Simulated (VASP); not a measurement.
Input of a VASP 6.6.1 run:

File INCAR:

```
  ALGO = Fast
  EDIFF = 1E-7
  ENCUT = 520
  GGA = PS
  ISIF = 2
  ISMEAR = 0
  ISPIN = 2
  LASPH = True
  LCHARG = False
  LMAXMIX = 4
  LORBIT = 11
  LREAL = False
  LWAVE = False
  MAGMOM = 1 0
  NBANDS = 18
  NELM = 150
  NUPDOWN = 1.0
  PREC = Accurate
  SIGMA = 0.15
```

KPOINTS

```
k-points
0
Gamma
  21 21 12
```

POSCAR

```
TiAl
1.0
    2.8090813284      0.0000000000      0.0000000000
   -1.4045406642      2.4327357917      0.0000000000
    0.0000000000      0.0000000000      4.5567935240
Ti Al
1 1
Direct
    0.0000000000      0.0000000000      0.0000000000
    0.3333333333      0.6666666667      0.5000000000
```

Potentials or basis: VASP PAW PBE potentials, release 64 (Ti_sv, Al).

Launch:

```bash
$ cat potpaw_PBE.64/Ti_sv/POTCAR potpaw_PBE.64/Al/POTCAR > POTCAR
$ mpirun -np 1 vasp_std > vasp.out
```

Problem. Predict the pressure.

Solution. 5.9 GPa.

Stress tensor (GPa, compression positive):
```
6.97 0.00 0.00
0.00 6.97 0.00
0.00 0.00 3.81
```

Caveat: the PAW data sets were made with another functional, which shifts forces and pressure a little; the total moment is fixed, so each spin has its own Fermi level.
